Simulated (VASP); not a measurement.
A run of VASP 6.6.1 is set up as follows.

The input INCAR:

```
PREC = Accurate ; ENCUT = 600
EDIFF = 1E-6 ; ISMEAR = 0
SIGMA = 0.1 ; LREAL = F
LASPH = T ; NELM = 60
ALGO = Fast ; ISIF = 3
LWAVE = F ; LCHARG = F
GGA = PE ; IBRION = 2
NSW = 90 ; EDIFFG = -0.04
```

Contents of KPOINTS:

```
regular mesh
0
Gamma
  6 4 6
```

POSCAR

```
Hf
1.0
    3.6852769500      0.0000000000      0.0000000000
    0.0000000000      3.8870200100      0.0000000000
    0.0000000000      0.0000000000      3.4261212300
Hf
2
Direct
    0.0000000000      0.5000000000      0.9101540600
    0.5000000000      0.0000000000      0.0898459400
```

Potentials or basis: VASP PAW PBE potentials, release 64 (Hf_pv).

Launch:

```bash
$ cat potpaw_PBE.64/Hf_pv/POTCAR > POTCAR
$ mpirun -np 1 vasp_std > vasp.out
```

(1) Predict the band gap on the k mesh.

(2) What does it give for the space group after relaxing (to 0.05 Å)?

Results:

(1) zero (band 10 reaches 5.91 eV, above the bottom of band 11 at 4.22 eV).

(2) I4/mmm (No. 139).

Caveat: the k points lie up to 0.35 Å⁻¹ apart in the final cell; spin-orbit coupling is left out, which moves the levels of the heavy elements.
